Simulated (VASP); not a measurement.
# Mg5O6 in VASP: single point with PBE

Aim: the single point of Mg5O6 with PBE.

Everything below comes from runs of VASP 6.6.1. Logs are shortened: lines on timing, memory, paths and dates and some standing lists are left out, and cuts for length are marked.

### 1 The cell of the first run

The cell holds a slab with vacuum, 11 atoms: a = 3.008 Å, b = 3.008 Å, c = 27.280 Å, α = 90.00°, β = 90.00°, γ = 120.00°.

### 2 Single point, PBE

Input file INCAR:

```
SYSTEM = Mg5O6
PREC = Accurate
ENCUT = 640
EDIFF = 1E-6
ISMEAR = 0
SIGMA = 0.05
LREAL = .False.
LASPH = .True.
NELM = 300
ALGO = Normal
ISIF = 2
LWAVE = .False.
LCHARG = .True.
LDIPOL = .True.
IDIPOL = 3
DIPOL = 0.5 0.5 0.500
GGA = PE
LVHAR = .True.
LVACPOTAV = .True.
NBANDS = 34
GGA_COMPAT = .False.
NELMDL = -8
AMIX = 0.1
BMIX = 1E-4
AMIX_MAG = 0.4
BMIX_MAG = 1E-4
KPAR = 4
```

Input file KPOINTS:

```
regular mesh
0
Gamma
  9 9 1
  0 0 0
```

Input file POSCAR:

```
Mg5O6
1.0
    3.0079232190      0.0000000000      0.0000000000
   -1.5039616095      2.6049379203      0.0000000000
    0.0000000000      0.0000000000     27.2797951199
O Mg
6 5
Direct
    0.3333333333      0.6666666667      0.2831922050
    0.0000000000      0.0000000000      0.3668518786
    0.6666666667      0.3333333333      0.4552597657
    0.3333333333      0.6666666667      0.5447353344
    0.0000000000      0.0000000000      0.6331520836
    0.6666666667      0.3333333333      0.7168020574
    0.6666666667      0.3333333333      0.3170066501
    0.3333333333      0.6666666667      0.4094492651
    0.0000000000      0.0000000000      0.5000060235
    0.6666666667      0.3333333333      0.5905545026
    0.3333333333      0.6666666667      0.6829902340
```

Potentials or basis: VASP PAW PBE potentials, release 64 (O, Mg).

The run is started by

```console
$ cat potpaw_PBE.64/O/POTCAR potpaw_PBE.64/Mg/POTCAR > POTCAR
$ mpirun -np 4 vasp_std > vasp.out
```

OUTCAR:

```text
SYSTEM = Mg5O6
   PREC = Accurate
   ENCUT = 640
   EDIFF = 1E-6
   ISMEAR = 0
   LREAL = .False.
   LASPH = .True.
   NELM = 300
   ISIF = 2
   GGA = PE
   NELMDL = -8
   AMIX = 0.1
   AMIX_MAG = 0.4

 ion  position               nearest neighbor table
   1  0.333  0.667  0.283-   7 1.97   7 1.97   7 1.97
   2  0.000  0.000  0.367-   8 2.09   8 2.09   8 2.09   7 2.21   7 2.21   7 2.21
   3  0.667  0.333  0.455-   9 2.12   9 2.12   9 2.12   8 2.14   8 2.14   8 2.14
   4  0.333  0.667  0.545-   9 2.12   9 2.12   9 2.12  10 2.14  10 2.14  10 2.14
   5  0.000  0.000  0.633-  10 2.09  10 2.09  10 2.09  11 2.21  11 2.21  11 2.21
   6  0.667  0.333  0.717-  11 1.97  11 1.97  11 1.97
   7  0.667  0.333  0.317-   1 1.97   1 1.97   1 1.97   2 2.21   2 2.21   2 2.21   8 3.06   8 3.06
                             8 3.06
   8  0.333  0.667  0.409-   2 2.09   2 2.09   2 2.09   3 2.14   3 2.14   3 2.14   9 3.02   9 3.02
                             9 3.02   7 3.06   7 3.06   7 3.06
   9  0.000  0.000  0.500-   4 2.12   4 2.12   4 2.12   3 2.12   3 2.12   3 2.12  10 3.02  10 3.02
                            10 3.02   8 3.02   8 3.02   8 3.02
  10  0.667  0.333  0.591-   5 2.09   5 2.09   5 2.09   4 2.14   4 2.14   4 2.14   9 3.02   9 3.02
                             9 3.02  11 3.06  11 3.06  11 3.06
  11  0.333  0.667  0.683-   6 1.97   6 1.97   6 1.97   5 2.21   5 2.21   5 2.21  10 3.06  10 3.06
                            10 3.06

  LATTYP: Found a hexagonal cell.
 ALAT       =     3.0079232190
 C/A-ratio  =     9.0693123241

  Lattice vectors:

 A1 = (   3.0079232190,   0.0000000000,   0.0000000000)
 A2 = (  -1.5039616095,   2.6049379203,   0.0000000000)
 A3 = (   0.0000000000,   0.0000000000,  27.2797951199)

Analysis of symmetry for initial positions (statically):
=====================================================================
 Subroutine PRICEL returns:
 Original cell was already a primitive cell.

 Routine SETGRP: Setting up the symmetry group for a
 hexagonal supercell.

 Subroutine GETGRP returns: Found  6 space group operations
 (whereof  6 operations were pure point group operations)
 out of a pool of 24 trial point group operations.

The static configuration has the point symmetry C_3v.

Analysis of symmetry for dynamics (positions and initial velocities):
=====================================================================
 Subroutine PRICEL returns:
 Original cell was already a primitive cell.

 Routine SETGRP: Setting up the symmetry group for a
 hexagonal supercell.

 Subroutine GETGRP returns: Found  6 space group operations
 (whereof  6 operations were pure point group operations)
 out of a pool of 24 trial point group operations.

The dynamic configuration has the point symmetry C_3v.

 Subroutine INISYM returns: Found  6 space group operations
 (whereof  6 operations are pure point group operations),
 and found     1 'primitive' translations

----------------------------------------------------------------------------------------

                                     Primitive cell

  volume of cell :     213.7496

  direct lattice vectors                    reciprocal lattice vectors
     3.007923219  0.000000000  0.000000000     0.332455295  0.191943154  0.000000000
    -1.503961609  2.604937920  0.000000000     0.000000000  0.383886308  0.000000000
     0.000000000  0.000000000 27.279795120     0.000000000  0.000000000  0.036657167

  length of vectors
     3.007923219  3.007923219 27.279795120     0.383886308  0.383886308  0.036657167

  position of ions in fractional coordinates (direct lattice)
     0.333333333  0.666666667  0.283192205
     0.000000000  0.000000000  0.366851879
     0.666666667  0.333333333  0.455259766
     0.333333333  0.666666667  0.544735334
     0.000000000  0.000000000  0.633152084
     0.666666667  0.333333333  0.716802057
     0.666666667  0.333333333  0.317006650
     0.333333333  0.666666667  0.409449265
     0.000000000  0.000000000  0.500006023
     0.666666667  0.333333333  0.590554503
     0.333333333  0.666666667  0.682990234

  ion indices of the primitive-cell ions
   primitive index   ion index
                 1           1
                 2           2
                 3           3
                 4           4
                 5           5
                 6           6
                 7           7
                 8           8
                 9           9
                10          10
                11          11

----------------------------------------------------------------------------------------

 KPOINTS: regular mesh

Automatic generation of k-mesh.
 Grid dimensions read from file:
 generate k-points for:    9    9    1

 Generating k-lattice:

  Cartesian coordinates                     Fractional coordinates (reciprocal lattice)
     0.036939477  0.021327017  0.000000000     0.111111111  0.000000000  0.000000000
     0.000000000  0.042654034  0.000000000     0.000000000  0.111111111  0.000000000
     0.000000000  0.000000000  0.036657167     0.000000000  0.000000000  1.000000000

  Length of vectors
     0.042654034  0.042654034  0.036657167

  Shift w.r.t. Gamma in fractional coordinates (k-lattice)
     0.000000000  0.000000000  0.000000000

 Subroutine IBZKPT returns following result:
 ===========================================

 Found     12 irreducible k-points:

 Following reciprocal coordinates:
            Coordinates               Weight
  0.000000  0.000000  0.000000      1.000000
  0.111111  0.000000  0.000000      6.000000
  0.222222 -0.000000  0.000000      6.000000
  0.333333  0.000000  0.000000      6.000000
  0.444444 -0.000000  0.000000      6.000000
  0.111111  0.111111  0.000000      6.000000
  0.222222  0.111111  0.000000     12.000000
  0.333333  0.111111  0.000000     12.000000
  0.444444  0.111111  0.000000      6.000000
  0.222222  0.222222  0.000000      6.000000
  0.333333  0.222222  0.000000     12.000000
  0.333333  0.333333  0.000000      2.000000
   k-points           NKPTS =     12   k-points in BZ     NKDIM =     12   number of bands    NBANDS=     34
   number of dos      NEDOS =    301   number of ions     NIONS =     11
   total plane-waves  NPLWV = 188160
   dimension x,y,z NGX =    28 NGY =   28 NGZ =  240
   dimension x,y,z NGXF=    56 NGYF=   56 NGZF=  480
   ions per type =               6   5
   NGX,Y,Z   is equivalent  to a cutoff of  15.48, 15.48, 14.63 a.u.
   NGXF,Y,Z  is equivalent  to a cutoff of  30.95, 30.95, 29.25 a.u.
 SYSTEM =  Mg5O6
   PREC   = accura    normal or accurate (medium, high low for compatibility)
   ISTART =      0    job   : 0-new  1-cont  2-samecut
   ICHARG =      2    charge: 1-file 2-atom 10-const
   ISPIN  =      1    spin polarized calculation?
   LNONCOLLINEAR =      F non collinear calculations
   LSORBIT =      F    spin-orbit coupling
   LASPH  =      T    aspherical Exc in radial PAW
   ENCUT  =  640.0 eV  47.04 Ry    6.86 a.u.   6.20  6.20 56.27*2*pi/ulx,y,z
   NELM   =    300;   NELMIN=  2; NELMDL= -8     # of ELM steps
   EDIFF  = 0.1E-05   stopping-criterion for ELM
   LREAL  =      F    real-space projection
   EDIFFG = 0.1E-04   stopping-criterion for IOM
   NSW    =      0    number of steps for IOM
   IBRION =     -1    ionic relax: 0-MD 1-quasi-New 2-CG
   NFREE  =      0    steps in history (QN), initial steepest desc. (CG)
   ISIF   =      2    stress and relaxation
   ISYM   =      2    0-nonsym 1-usesym 2-fastsym
   POTIM  = 0.5000    time-step for ionic-motion
   TEBEG  =    0.0;   TEEND  =   0.0 temperature during run
   PSTRESS=    0.0 pullay stress
   NELECT =      46.0000    total number of electrons
   NUPDOWN=      -1.0000    fix difference up-down
   EMIN   =  10.00;   EMAX   =-10.00  energy-range for DOS
   EFERMI =   0.00;   METHOD = LEGACY
   ISMEAR =     0;   SIGMA  =   0.05  broadening in eV -4-tet -1-fermi 0-gaus
   EFERMI_NEDOS =   21; number of points for ismear=-14 and -15
   IALGO  =     38    algorithm
   IMIX   =      4    mixing-type and parameters
     AMIX     =   0.10;   BMIX     =  0.00
     AMIX_MAG =   0.40;   BMIX_MAG =  0.00
  volume/ion in A,a.u.               =      19.43       131.13
  Fermi-wavevector in a.u.,A,eV,Ry     =   0.981053  1.853921 13.095125  0.962465
  Thomas-Fermi vector in A             =   2.112030
   LORBIT       =      0    0 simple, 1 ext, 2 COOP (PROOUT), +10 PAW based schemes
   GGA     = PE    functional components
   LHFCALC =     F    Hartree Fock is set to
   AEXX    =    0.0000 exact exchange contribution
   IVDW    =     0    specifies the selected vdW correction
   LEPSILON=     F    determine dielectric tensor
   LRPA    =     F    only Hartree local field effects (RPA)
 non-spin polarized calculation
 Gauss-broadening in eV      SIGMA  =   0.05
  energy-cutoff  :      640.00
  volume of cell :      213.75
 maximum number of plane-waves:      7886
 NGX is ok and might be reduce to    28
   NGX = 13   NGY = 13   NGZ =113

 dipolmoment           0.000000      0.000000      0.000890 electrons x Angstroem

 number of electron      45.9999998 magnetization

 dipolmoment           0.000000      0.000000     -0.000026 electrons x Angstroem

 Free energy of the ion-electron system (eV)
  ---------------------------------------------------
  ext. energy  EPLUGINS =         0.00000000
  ---------------------------------------------------
  free energy    TOTEN  =       -60.68602538 eV

  energy without entropy =      -60.65687983  energy(sigma->0) =      -60.67145260

 E-fermi :  -3.3851     XC(G=0):  -5.8457

 val. band max:       -3.3936442511   @ k =   0.0000   0.0000   0.0000
 cond. band min:      -3.3772081870   @ k =   0.2222   0.1111   0.0000
 fundamental gap:      0.0164360641
 Fermi energy:        -3.3851323023

 k-point     1 :       0.0000    0.0000    0.0000
  band No.  band energies     occupation
      1     -20.7479      2.00000
      2     -20.4638      2.00000
      3     -20.1093      2.00000
      4     -19.7864      2.00000
      5     -19.0902      2.00000
      6     -19.0751      2.00000
[... 433 lines left out ...]
     33       8.6257      0.00000
     34       8.9114      0.00000

------------------------ aborting loop because EDIFF is reached ----------------------------------------

  FORCE on cell =-STRESS in cart. coord.  units (eV):
  Direction    XX          YY          ZZ          XY          YZ          ZX
  --------------------------------------------------------------------------------------
  -------------------------------------------------------------------------------------
  Total        3.3656120      3.3656120     -0.5905586     -0.0000000      0.0000000      0.0000000
  in kB       25.2272205     25.2272205     -4.4265800     -0.0000000      0.0000000      0.0000000
  external PRESSURE =      15.3426203 kB  Pullay stress =       0.0000000 kB

 VOLUME and BASIS-vectors are now :
 -----------------------------------------------------------------------------
  energy-cutoff  :      640.00
  volume of cell :      213.75
      direct lattice vectors                 reciprocal lattice vectors
     3.007923219  0.000000000  0.000000000     0.332455295  0.191943154  0.000000000
    -1.503961609  2.604937920  0.000000000     0.000000000  0.383886308  0.000000000
     0.000000000  0.000000000 27.279795120     0.000000000  0.000000000  0.036657167

 POSITION                                       TOTAL-FORCE (eV/Angst)
 -----------------------------------------------------------------------------------
     -0.00000      1.73663      7.72543         0.000000     -0.000000      0.021421
      0.00000      0.00000     10.00764        -0.000000     -0.000000     -0.020355
      1.50396      0.86831     12.41939         0.000000      0.000000      0.008811
     -0.00000      1.73663     14.86027        -0.000000     -0.000000     -0.005779
      0.00000      0.00000     17.27226        -0.000000     -0.000000      0.013850
      1.50396      0.86831     19.55421        -0.000000      0.000000     -0.019814
      1.50396      0.86831      8.64788        -0.000000     -0.000000      0.010276
     -0.00000      1.73663     11.16969        -0.000000     -0.000000      0.010339
      0.00000      0.00000     13.64006        -0.000000     -0.000000     -0.002659
      1.50396      0.86831     16.11021        -0.000000     -0.000000     -0.008155
     -0.00000      1.73663     18.63183        -0.000000     -0.000000     -0.007935
 -----------------------------------------------------------------------------------
    total drift:                               -0.000000      0.000000      0.001489

  FREE ENERGIE OF THE ION-ELECTRON SYSTEM (eV)
  ---------------------------------------------------
  free  energy   TOTEN  =       -60.6860253811 eV

  energy  without entropy=      -60.6568798252  energy(sigma->0) =      -60.67145260

 vacuum level on the upper side and lower side of the slab         5.807         5.807
```

Wall time 4.3 min (4 MPI ranks of Intel Xeon 6975P-C (Granite Rapids), shared host); peak memory 0.49 GiB.

What came out:

```yaml
Free_energy: -60.6860 eV
Largest_force: 0.021 eV/Å
Band_gap_on_the_k_mesh: zero (bands 23 and 24 overlap by 0.33 eV)
```

Forces on the atoms (eV/Å):
```
O    0.000  0.000  0.021
O    0.000  0.000 -0.020
O    0.000  0.000  0.009
O    0.000  0.000 -0.006
O    0.000  0.000  0.014
O    0.000  0.000 -0.020
Mg   0.000  0.000  0.010
Mg   0.000  0.000  0.010
Mg   0.000  0.000 -0.003
Mg   0.000  0.000 -0.008
Mg   0.000  0.000 -0.008
```
